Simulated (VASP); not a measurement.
# C (I4_1/amd) in VASP: a series of runs

C is run at these levels: r2SCAN; tasks: single point.

Everything below comes from runs of VASP 6.6.1. Logs are shortened: lines on timing, memory, paths and dates and some standing lists are left out, and cuts for length are marked.

## 1. The cell of the first run

The structure is tetragonal, space group I4_1/amd (No. 141). Conventional cell: a = 2.199 Å, b = 2.199 Å, c = 4.665 Å, α = 90.00°, β = 90.00°, γ = 90.00°. C (site symmetry -4m2) has 4 C at 1.60 Å within 2.1 Å.

## 2. Single point, r2SCAN

Input file POSCAR:

```
C
1.0
    0.0000000000      1.5550970203      2.3326455305
    1.5550970203      0.0000000000      2.3326455305
    1.5550970203      1.5550970203      0.0000000000
C
2
Direct
    0.5000000000      0.5000000000      0.5000000000
    0.7500000000      0.7500000000      0.7500000000
```

Input file INCAR.step1:

```
SYSTEM = C
PREC = Accurate ; ENCUT = 520
ISMEAR = 0 ; SIGMA = 0.05
LREAL = .FALSE. ; LASPH = .TRUE.
NELM = 80 ; NBANDS = 11
GGA = PE ; ALGO = Normal
EDIFF = 1E-4 ; LWAVE = .TRUE.
LCHARG = .FALSE.
```

Input file INCAR.step2:

```
SYSTEM = C
PREC = Accurate ; ENCUT = 520
EDIFF = 1E-6 ; ISMEAR = 0
SIGMA = 0.05 ; LREAL = .FALSE.
LASPH = .TRUE. ; NELM = 80
ALGO = Normal ; ISIF = 2
LWAVE = .FALSE. ; LCHARG = .TRUE.
METAGGA = R2SCAN ; LMIXTAU = .TRUE.
LELF = .TRUE. ; LVHAR = .TRUE.
NBANDS = 11 ; ISTART = 1
```

Input file KPOINTS:

```
Automatic mesh
0
G
  12 12 12
  0 0 0
```

Potentials or basis: VASP PAW PBE potentials, release 64 (C).

The run is started by

```console
$ cat potpaw_PBE.64/C/POTCAR > POTCAR
$ cp INCAR.step1 INCAR
$ mpirun -np 1 vasp_std > vasp.out
$ cp INCAR.step2 INCAR
$ mpirun -np 1 vasp_std > vasp.out
```

OUTCAR:

```text
SYSTEM = C
   PREC = Accurate
   ENCUT = 520
   EDIFF = 1E-6
   ISMEAR = 0
   LREAL = .FALSE.
   LASPH = .TRUE.
   NELM = 80
   ISIF = 2
   METAGGA = R2SCAN
   ISTART = 1

 ion  position               nearest neighbor table
   1  0.500  0.500  0.500-   2 1.60   2 1.60   2 1.60   2 1.60
   2  0.750  0.750  0.750-   1 1.60   1 1.60   1 1.60   1 1.60

  LATTYP: Found a body centered tetragonal cell.
 ALAT       =     2.1992392969
 C/A-ratio  =     2.1213203436

  Lattice vectors:

 A1 = (  -1.5550970203,   0.0000000000,   2.3326455305)
 A2 = (   1.5550970203,   0.0000000000,   2.3326455305)
 A3 = (   0.0000000000,   1.5550970203,  -2.3326455305)

Analysis of symmetry for initial positions (statically):
=====================================================================
 Subroutine PRICEL returns:
 Original cell was already a primitive cell.

 Routine SETGRP: Setting up the symmetry group for a
 body centered tetragonal supercell.

 Subroutine GETGRP returns: Found 16 space group operations
 (whereof  8 operations were pure point group operations)
 out of a pool of 16 trial point group operations.

The static configuration has the point symmetry D_2d.
 The point group associated with its full space group is D_4h.

Analysis of symmetry for dynamics (positions and initial velocities):
=====================================================================
 Subroutine PRICEL returns:
 Original cell was already a primitive cell.

 Routine SETGRP: Setting up the symmetry group for a
 body centered tetragonal supercell.

 Subroutine GETGRP returns: Found 16 space group operations
 (whereof  8 operations were pure point group operations)
 out of a pool of 16 trial point group operations.

The dynamic configuration has the point symmetry D_2d.
 The point group associated with its full space group is D_4h.

 Subroutine INISYM returns: Found 16 space group operations
 (whereof  8 operations are pure point group operations),
 and found     1 'primitive' translations

----------------------------------------------------------------------------------------

                                     Primitive cell

  volume of cell :      11.2822

  direct lattice vectors                    reciprocal lattice vectors
     0.000000000  1.555097020  2.332645530    -0.321523348  0.321523348  0.214348898
     1.555097020  0.000000000  2.332645530     0.321523348 -0.321523348  0.214348898
     1.555097020  1.555097020  0.000000000     0.321523348  0.321523348 -0.214348898

  length of vectors
     2.803491023  2.803491023  2.199239297     0.502692726  0.502692726  0.502692726

  position of ions in fractional coordinates (direct lattice)
     0.500000000  0.500000000  0.500000000
     0.750000000  0.750000000  0.750000000

  ion indices of the primitive-cell ions
   primitive index   ion index
                 1           1
                 2           2

----------------------------------------------------------------------------------------

 KPOINTS: Automatic mesh

Automatic generation of k-mesh.
 Grid dimensions read from file:
 generate k-points for:   12   12   12

 Generating k-lattice:

  Cartesian coordinates                     Fractional coordinates (reciprocal lattice)
    -0.026793612  0.026793612  0.017862408     0.083333333  0.000000000  0.000000000
     0.026793612 -0.026793612  0.017862408     0.000000000  0.083333333  0.000000000
     0.026793612  0.026793612 -0.017862408    -0.000000000 -0.000000000  0.083333333

  Length of vectors
     0.041891060  0.041891060  0.041891060

  Shift w.r.t. Gamma in fractional coordinates (k-lattice)
     0.000000000  0.000000000  0.000000000

 Subroutine IBZKPT returns following result:
 ===========================================

 Found    163 irreducible k-points:

 Following reciprocal coordinates:
            Coordinates               Weight
  0.000000  0.000000  0.000000      1.000000
  0.083333  0.000000  0.000000      8.000000
  0.166667  0.000000  0.000000      8.000000
  0.250000  0.000000  0.000000      8.000000
  0.333333  0.000000  0.000000      8.000000
  0.416667  0.000000  0.000000      8.000000
[... 16 lines left out ...]
  0.500000  0.166667  0.000000      8.000000
 -0.416667  0.166667  0.000000      8.000000
 [... further k-points ...]
   k-points           NKPTS =    163   k-points in BZ     NKDIM =    163   number of bands    NBANDS=     11
   number of dos      NEDOS =    301   number of ions     NIONS =      2
   total plane-waves  NPLWV =   9216
   dimension x,y,z NGX =    24 NGY =   24 NGZ =   16
   dimension x,y,z NGXF=    48 NGYF=   48 NGZF=   32
   ions per type =               2
   NGX,Y,Z   is equivalent  to a cutoff of  14.23, 14.23, 12.09 a.u.
   NGXF,Y,Z  is equivalent  to a cutoff of  28.46, 28.46, 24.19 a.u.
 SYSTEM =  C
   PREC   = accura    normal or accurate (medium, high low for compatibility)
   ISTART =      1    job   : 0-new  1-cont  2-samecut
   ICHARG =      0    charge: 1-file 2-atom 10-const
   ISPIN  =      1    spin polarized calculation?
   LNONCOLLINEAR =      F non collinear calculations
   LSORBIT =      F    spin-orbit coupling
   LASPH  =      T    aspherical Exc in radial PAW
   ENCUT  =  520.0 eV  38.22 Ry    6.18 a.u.   5.21  5.21  4.09*2*pi/ulx,y,z
   NELM   =     80;   NELMIN=  2; NELMDL=  0     # of ELM steps
   EDIFF  = 0.1E-05   stopping-criterion for ELM
   LREAL  =      F    real-space projection
   EDIFFG = 0.1E-04   stopping-criterion for IOM
   NSW    =      0    number of steps for IOM
   IBRION =     -1    ionic relax: 0-MD 1-quasi-New 2-CG
   NFREE  =      0    steps in history (QN), initial steepest desc. (CG)
   ISIF   =      2    stress and relaxation
   ISYM   =      2    0-nonsym 1-usesym 2-fastsym
   POTIM  = 0.5000    time-step for ionic-motion
   TEBEG  =    0.0;   TEEND  =   0.0 temperature during run
   PSTRESS=    0.0 pullay stress
   NELECT =       8.0000    total number of electrons
   NUPDOWN=      -1.0000    fix difference up-down
   EMIN   =  10.00;   EMAX   =-10.00  energy-range for DOS
   EFERMI =   0.00;   METHOD = LEGACY
   ISMEAR =     0;   SIGMA  =   0.05  broadening in eV -4-tet -1-fermi 0-gaus
   EFERMI_NEDOS =   21; number of points for ismear=-14 and -15
   IALGO  =     38    algorithm
   IMIX   =      4    mixing-type and parameters
     AMIX     =   0.40;   BMIX     =  1.00
     AMIX_MAG =   1.60;   BMIX_MAG =  1.00
  volume/ion in A,a.u.               =       5.64        38.07
  Fermi-wavevector in a.u.,A,eV,Ry     =   1.459846  2.758708 28.996044  2.131149
  Thomas-Fermi vector in A             =   2.576365
   LORBIT       =      0    0 simple, 1 ext, 2 COOP (PROOUT), +10 PAW based schemes
   METAGGA = R2SCAN    functional components
   LHFCALC =     F    Hartree Fock is set to
   AEXX    =    0.0000 exact exchange contribution
   IVDW    =     0    specifies the selected vdW correction
   LEPSILON=     F    determine dielectric tensor
   LRPA    =     F    only Hartree local field effects (RPA)
 non-spin polarized calculation
 Gauss-broadening in eV      SIGMA  =   0.05
  energy-cutoff  :      520.00
  volume of cell :       11.28
 maximum number of plane-waves:       311
 NGX is ok and might be reduce to    24

 number of electron       8.0000001 magnetization

 Free energy of the ion-electron system (eV)
  ---------------------------------------------------
  ext. energy  EPLUGINS =         0.00000000
  ---------------------------------------------------
  free energy    TOTEN  =       -15.11044732 eV

  energy without entropy =      -15.10967501  energy(sigma->0) =      -15.11006116

 E-fermi :  12.1538     XC(G=0): -14.4893

 val. band max:       12.1260536054   @ k =   0.1667   0.0000   0.0833
 cond. band min:      12.1693825430   @ k =  -0.2500   0.2500   0.0000
 fundamental gap:      0.0433289376
 Fermi energy:        12.1538004087

 k-point     1 :       0.0000    0.0000    0.0000
  band No.  band energies     occupation
      1     -12.7776      2.00000
      2       4.2145      2.00000
      3      13.1939      0.00000
      4      13.1939      0.00000
      5      15.6959      0.00000
      6      15.6959      0.00000
      7      15.8345      0.00000
      8      20.7157      0.00000
      9      31.0052      0.00000
     10      31.5501      0.00000
     11      32.4998      0.00000

 k-point     2 :       0.0833    0.0000    0.0000
  band No.  band energies     occupation
      1     -12.5578      2.00000
      2       4.0092      2.00000
      3      11.7567      2.00000
      4      12.9681      0.00000
      5      15.2267      0.00000
      6      16.1635      0.00000
      7      16.2704      0.00000
      8      21.6438      0.00000
      9      30.5756      0.00000
     10      32.7185      0.00000
     11      33.4587      0.00000

 k-point     3 :       0.1667    0.0000    0.0000
  band No.  band energies     occupation
      1     -11.9009      2.00000
      2       3.4336      2.00000
      3       8.8978      2.00000
      4      12.5962      0.00000
      5      14.0334      0.00000
      6      17.2075      0.00000
      7      17.4627      0.00000
      8      23.2861      0.00000
      9      30.8843      0.00000
     10      33.6458      0.00000
     11      36.4860      0.00000
[... 267 lines left out ...]
 k-point    23 :       0.5000    0.1667    0.0000
  band No.  band energies     occupation
      1      -7.5409      2.00000
      2      -1.8242      2.00000
      3       1.3065      2.00000
      4      10.9794      2.00000
      5      15.1330      0.00000
      6      21.7823      0.00000
      7      23.7849      0.00000
      8      25.4593      0.00000
      9      30.2177      0.00000
     10      34.9388      0.00000
     11      40.5099      0.00000

 k-point    24 :      -0.4167    0.1667    0.0000
  band No.  band energies     occupation
      1      -5.8562      2.00000
      2      -3.1737      2.00000
      3       0.6450      2.00000
      4      11.5414      2.00000
      5      14.3570      0.00000
      6      21.3959      0.00000
      7      22.6074      0.00000
      8      25.5010      0.00000
      9      32.1713      0.00000
     10      35.3249      0.00000
     11      38.4080      0.00000

 [... further k-points ...]

------------------------ aborting loop because EDIFF is reached ----------------------------------------

  FORCE on cell =-STRESS in cart. coord.  units (eV):
  Direction    XX          YY          ZZ          XY          YZ          ZX
  --------------------------------------------------------------------------------------
  -------------------------------------------------------------------------------------
  Total       10.8953188     10.8953188    -19.0304704      0.0000000      0.0000000      0.0000000
  in kB     1547.2368570   1547.2368570  -2702.5042362      0.0000000      0.0000000      0.0000000
  external PRESSURE =     130.6564926 kB  Pullay stress =       0.0000000 kB

 VOLUME and BASIS-vectors are now :
 -----------------------------------------------------------------------------
  energy-cutoff  :      520.00
  volume of cell :       11.28
      direct lattice vectors                 reciprocal lattice vectors
     0.000000000  1.555097020  2.332645530    -0.321523348  0.321523348  0.214348898
     1.555097020  0.000000000  2.332645530     0.321523348 -0.321523348  0.214348898
     1.555097020  1.555097020  0.000000000     0.321523348  0.321523348 -0.214348898

 POSITION                                       TOTAL-FORCE (eV/Angst)
 -----------------------------------------------------------------------------------
      1.55510      1.55510      2.33265        -0.000000     -0.000000     -0.000000
      2.33265      2.33265      3.49897         0.000000      0.000000      0.000000
 -----------------------------------------------------------------------------------
    total drift:                                0.000000      0.000000      0.000000

  FREE ENERGIE OF THE ION-ELECTRON SYSTEM (eV)
  ---------------------------------------------------
  free  energy   TOTEN  =       -15.1104473159 eV

  energy  without entropy=      -15.1096750061  energy(sigma->0) =      -15.11006116
```

Run time: 63 s. Hardware: 1 thread of AMD EPYC 9R45 (Zen 5), shared host; peak memory 0.1 GiB.

Results:

```
Free energy            : -15.1104 eV
Pressure               : 13.1 GPa
Band gap on the k mesh : zero (band 4 reaches 13.28 eV, above the bottom of band 5 at 11.59 eV)
```

Stress tensor (GPa, compression positive):
```
 154.72    0.00    0.00
   0.00  154.72    0.00
   0.00    0.00 -270.25
```

Caveat: the PAW data sets were made with another functional, which shifts forces and pressure a little.

## 3. Single point, r2SCAN

This run uses another cell than the first one, of the same volume but with other edges.

Input file POSCAR:

```
C
1.0
    0.0000000000      1.8792371979      1.5973516182
    1.8792371979      0.0000000000      1.5973516182
    1.8792371979      1.8792371979      0.0000000000
C
2
Direct
    0.5000000000      0.5000000000      0.5000000000
    0.7500000000      0.7500000000      0.7500000000
```

Input file INCAR.step1:

```
PREC = Accurate
ENCUT = 910
ISMEAR = 0
SIGMA = 0.05
LREAL = False
LASPH = True
NELM = 120
NBANDS = 11
GGA = PE
ALGO = Normal
EDIFF = 1E-5
LWAVE = True
LCHARG = False
GGA_COMPAT = False
```

Input file INCAR.step2:

```
PREC = Accurate
ENCUT = 910
EDIFF = 1E-6
ISMEAR = 0
SIGMA = 0.05
LREAL = False
LASPH = True
NELM = 120
ALGO = Normal
ISIF = 2
LWAVE = False
LCHARG = True
METAGGA = R2SCAN
LMIXTAU = True
LELF = True
LVHAR = True
NBANDS = 11
ISTART = 1
GGA_COMPAT = False
```

Input file KPOINTS:

```
Automatic mesh
0
Gamma
  12 12 12
```

Potentials or basis: VASP PAW PBE potentials, release 64 (C_h).

The run is started by

```console
$ cat potpaw_PBE.64/C_h/POTCAR > POTCAR
$ cp INCAR.step1 INCAR
$ mpirun -np 1 vasp_std > vasp.out
$ cp INCAR.step2 INCAR
$ mpirun -np 1 vasp_std > vasp.out
```

Run time: 68 s. Hardware: 1 thread of Intel Xeon Platinum 8488C (Sapphire Rapids), shared host; peak memory 0.16 GiB.

Results (log left out):

| Quantity | Value |
| --- | --- |
| Free energy | -19.1739 eV |
| Pressure | 0.0 GPa |
| Band gap on the k mesh | 0.34 eV, indirect (least direct gap 3.29 eV) |

Stress tensor (GPa, compression positive):
```
-44.65   0.00   0.00
  0.00 -44.65   0.00
  0.00   0.00  89.22
```

Levels at points of the mesh, in eV from the valence-band top:
```tsv
k point	band 1	band 2	band 3	band 4	band 5	band 6	band 7	band 8	band 9
(0.00, 0.00, 0.00)	-24.18	-2.17	-2.17	0.00	3.29	5.44	5.44	12.20	19.36
(0.50, 0.00, 0.00)	-18.09	-15.44	-5.72	-3.14	4.96	6.73	10.62	15.66	21.52
(0.50, 0.50, 0.00)	-13.21	-13.21	-9.61	-9.61	1.10	1.10	16.89	16.89	24.45
(0.50, 0.00, 0.50)	-15.84	-15.84	-7.05	-7.05	5.16	5.16	15.01	15.01	21.45
```

Caveat: the cutoff is under 1.25 times the usual one of these potentials, so pressure, stress and relaxed cells hold a basis-set (Pulay) error; the PAW data sets were made with another functional, which shifts forces and pressure a little. A k mesh can miss the band edges.

## 4. Single point, r2SCAN

This run uses another cell than the first one, of the same volume but with other edges.

Input file POSCAR:

```
C
1.0
    0.0000000000      1.6310732233      2.1203951903
    1.6310732233      0.0000000000      2.1203951903
    1.6310732233      1.6310732233      0.0000000000
C
2
Direct
    0.5000000000      0.5000000000      0.5000000000
    0.7500000000      0.7500000000      0.7500000000
```

Input file INCAR.step1:

```
SYSTEM = C
PREC = Accurate ; ENCUT = 910
ISMEAR = 0 ; SIGMA = 0.05
LREAL = .FALSE. ; LASPH = .TRUE.
NELM = 120 ; NBANDS = 11
GGA = PE ; ALGO = Normal
EDIFF = 1E-5 ; LWAVE = .TRUE.
LCHARG = .FALSE. ; GGA_COMPAT = .FALSE.
```

Input file INCAR.step2:

```
SYSTEM = C
PREC = Accurate ; ENCUT = 910
EDIFF = 1E-6 ; ISMEAR = 0
SIGMA = 0.05 ; LREAL = .FALSE.
LASPH = .TRUE. ; NELM = 120
ALGO = Normal ; ISIF = 2
LWAVE = .FALSE. ; LCHARG = .TRUE.
METAGGA = R2SCAN ; LMIXTAU = .TRUE.
LELF = .TRUE. ; LVHAR = .TRUE.
NBANDS = 11 ; ISTART = 1
GGA_COMPAT = .FALSE.
```

Input file KPOINTS:

```
Automatic mesh
0
G
  12 12 12
  0 0 0
```

The run is started by

```console
$ cat potpaw_PBE.64/C_h/POTCAR > POTCAR
$ cp INCAR.step1 INCAR
$ mpirun -np 1 vasp_std > vasp.out
$ cp INCAR.step2 INCAR
$ mpirun -np 1 vasp_std > vasp.out
```

Run time: 85 s. Hardware: 1 thread of Intel Xeon Platinum 8488C (Sapphire Rapids), shared host; peak memory 0.17 GiB.

Results (log left out):

| Item | Value |
| --- | --- |
| Free energy | -17.8498 eV |
| Pressure | 3.8 GPa |
| Band gap on the k mesh | 0.93 eV, indirect (least direct gap 2.98 eV) |

Stress tensor (GPa, compression positive):
```
 111.04    0.00    0.00
   0.00  111.04    0.00
   0.00    0.00 -210.82
```

Levels at points of the mesh, in eV from the valence-band top:
| k point | band 1 | band 2 | band 3 | band 4 | band 5 | band 6 | band 7 | band 8 |
| --- | --- | --- | --- | --- | --- | --- | --- | --- |
| (0.00, 0.00, 0.00) | -24.57 | -5.35 | 0.00 | 0.00 | 3.58 | 3.58 | 7.01 | 8.92 |
| (0.50, 0.00, 0.00) | -18.32 | -15.72 | -7.35 | -1.74 | 1.61 | 8.10 | 11.98 | 14.59 |
| (0.50, 0.50, 0.00) | -17.91 | -17.91 | -5.34 | -5.34 | 7.79 | 7.79 | 14.41 | 14.41 |
| (0.50, 0.00, 0.50) | -13.79 | -13.79 | -9.26 | -9.26 | 1.54 | 1.54 | 13.31 | 13.31 |

Caveat: the cutoff is under 1.25 times the usual one of these potentials, so pressure, stress and relaxed cells hold a basis-set (Pulay) error; the PAW data sets were made with another functional, which shifts forces and pressure a little. A k mesh can miss the band edges.

(Part 1 of 2 ends here.)
